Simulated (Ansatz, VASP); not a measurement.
Nb3Te2Mo: VASP beside Ansatz

```xyz
6
Lattice="3.4281 0.0000 0.0000 0.0000 3.4281 0.0000 0.0000 0.0000 11.3396" Properties=species:S:1:pos:R:3 pbc="T T T"
Nb    0.0000    0.0000    6.6339
Nb    1.7140    1.7140    2.0618
Nb    0.0000    0.0000    3.6188
Te    0.0000    0.0000    0.5134
Te    1.7140    1.7140    8.2200
Mo    1.7140    1.7140    5.1466
```

Alike in both runs: functional PBE; k mesh 10 × 10 × 4; occupations gaussian, width 0.1 eV; no spin polarisation.

Ansatz relaxed the structure, and its values are those at the end. VASP's run is a single point on that final structure, the one shown.

|  | VASP | Ansatz |
| --- | --- | --- |
| version | VASP 6.6.1 | Ansatz 0.2.0 |
| potentials or method | VASP PAW PBE potentials, release 64 (Nb_sv, Te, Mo_sv), cutoff 520 eV | scalar-relativistic, plane waves, PAW |
| valence electrons in the cell | 65 | 85 |

```csv
,VASP,Ansatz,Ansatz less VASP
gap on the k mesh at the Fermi level (eV),none,none,-
pressure (GPa),-0.1,0.0,+0.14
rms of the force components (eV/Å),0.005,0.003,-0.0027
```

A gap of «none» marks a metal or a gap that the smearing closes. The functional is the same, so the differences come from potentials, cutoffs and numerics. VASP's potentials hold 65 valence electrons a cell and Ansatz's 85, so a difference there can come from the potentials and not from the codes.

Spin-orbit coupling is off throughout.
